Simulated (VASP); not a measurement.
Write the native input for VASP 6.6.1 that does the following.

```
Task                   : single point
Functional             : r2SCAN
Potentials or basis    : VASP PAW PBE potentials, release 64 (Zn)
Cutoff                 : 550 eV
k mesh                 : 19 × 19 × 19
Occupations            : fermi-dirac, width 0.1 eV
Spin                   : no spin polarisation
Dipole correction      : no
Further INCAR settings : ALGO = Normal; EDIFF = 1e-06; NBANDS = 12
```

The system is Zn.

```xyz
1
Lattice="0.0000 1.8482 1.8482 1.8482 0.0000 1.8482 1.8482 1.8482 0.0000" Properties=species:S:1:pos:R:3 pbc="T T T"
Zn    0.0000    0.0000    0.0000
```

This isn't the form of Zn at room conditions, which is hcp.

One way to write it, as run:

POSCAR

```
Zn
1.0
    0.0000000000      1.8481680454      1.8481680454
    1.8481680454      0.0000000000      1.8481680454
    1.8481680454      1.8481680454      0.0000000000
Zn
1
Direct
    0.0000000000      0.0000000000      0.0000000000
```

INCAR.step1

```
SYSTEM = Zn
PREC = Accurate
ENCUT = 550
ISMEAR = -1
SIGMA = 0.1
LREAL = .FALSE.
LASPH = .TRUE.
NELM = 120
NBANDS = 12
GGA = PE
ALGO = Normal
EDIFF = 1E-5
LWAVE = .TRUE.
LCHARG = .FALSE.
GGA_COMPAT = .FALSE.
```

INCAR.step2

```
SYSTEM = Zn
PREC = Accurate
ENCUT = 550
EDIFF = 1E-6
ISMEAR = -1
SIGMA = 0.1
LREAL = .FALSE.
LASPH = .TRUE.
NELM = 120
ALGO = Normal
ISIF = 2
LWAVE = .FALSE.
LCHARG = .TRUE.
METAGGA = R2SCAN
LMIXTAU = .TRUE.
LELF = .TRUE.
LVHAR = .TRUE.
NBANDS = 12
ISTART = 1
GGA_COMPAT = .FALSE.
```

KPOINTS

```
regular mesh
0
G
  19 19 19
  0 0 0
```

Potentials or basis: VASP PAW PBE potentials, release 64 (Zn).

Run with:

```console
$ cat potpaw_PBE.64/Zn/POTCAR > POTCAR
$ cp INCAR.step1 INCAR
$ mpirun -np 1 vasp_std > vasp.out
$ cp INCAR.step2 INCAR
$ mpirun -np 1 vasp_std > vasp.out
```

It gave:

```json
{"Pressure": "15.7 GPa", "Band gap on the k mesh": "zero (bands 6 and 7 overlap by 3.06 eV)"}
```

Caveat: the cell stands under pressure; the PAW data sets were made with another functional, which shifts forces and pressure a little.

It took 68 s on 1 thread of Intel(R) Xeon(R) Platinum 8559C (Emerald Rapids), on a shared host, peak memory 0.15 GiB.
